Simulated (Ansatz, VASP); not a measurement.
## One calculation of TiTe2, two programs

File INCAR:

```
PREC = Accurate
ENCUT = 600
EDIFF = 1E-6
ISMEAR = -1
SIGMA = 0.15
LREAL = False
LASPH = True
NELM = 100
ALGO = Normal
ISIF = 3
LWAVE = False
LCHARG = False
GGA = PE
IVDW = 12
IBRION = 2
NSW = 80
EDIFFG = -0.001
```

The input KPOINTS:

```
regular mesh
0
Gamma
  18 18 10
```

The input POSCAR:

```
TiTe2
1.0
    3.6972547176      0.0000000000      0.0000000000
   -1.8486273588      3.2019165097      0.0000000000
    0.0000000000      0.0000000000      6.3840086641
Ti Te
1 2
Direct
    0.0000000000      0.0000000000      0.0000000000
    0.6666666667      0.3333333333      0.2710791523
    0.3333333333      0.6666666667      0.7289208477
```

Input for Ansatz:

```yaml
crystal:
  lattice:
    - [3.6972547176, 0.0, 0.0]
    - [-1.8486273588, 3.2019165097, 0.0]
    - [0.0, 0.0, 6.3840086641]
  atoms:
    - { symbol: Ti, position: [0.0, 0.0, 0.0] }
    - { symbol: Te, position: [0.6666666667, 0.3333333333, 0.2710791523] }
    - { symbol: Te, position: [0.3333333333, 0.6666666667, 0.7289208477] }
basis:
  ecutwfc: 420
kpoints:
  mp_grid: { grid: [18, 18, 10] }
hamiltonian:
  xc: pbe
  dispersion: d3bj
scf:
  occupations: { method: fermi_dirac, width: 0.15 }
output:
  forces: true
  stress: true
  eigenvalues: true
relax:
  adjacent_minimum: "off"
  f_tol: 0.001
  max_steps: 60
  cell: { stress_tol: 0.01 }
```

Alike in both runs: task relaxation of cell and atoms; functional PBE; dispersion D3(BJ); k mesh 18 × 18 × 10; occupations fermi-dirac, width 0.15 eV; no spin polarisation.

|  | VASP | Ansatz |
| --- | --- | --- |
| version | VASP 6.6.1 | Ansatz 0.2.0 |
| potentials or method | VASP PAW PBE potentials, release 64 (Ti_sv, Te), cutoff 600 eV | scalar-relativistic, plane waves, PAW |
| valence electrons in the cell | 24 | 44 |

```tsv
	VASP	Ansatz	Ansatz less VASP
gap on the k mesh at the Fermi level, each at its own relaxed structure (eV)	none	none	-
relaxed volume (Å³/atom)	25.18	25.22	+0.039
relaxed cell length with the largest relative difference (Å)	6.381	6.387	+0.0058
```

A gap of «none» marks a metal or a gap that the smearing closes. VASP's potentials hold 24 valence electrons a cell and Ansatz's 44, so a difference there can come from the potentials and not from the codes.

Neither program's run includes spin-orbit coupling.
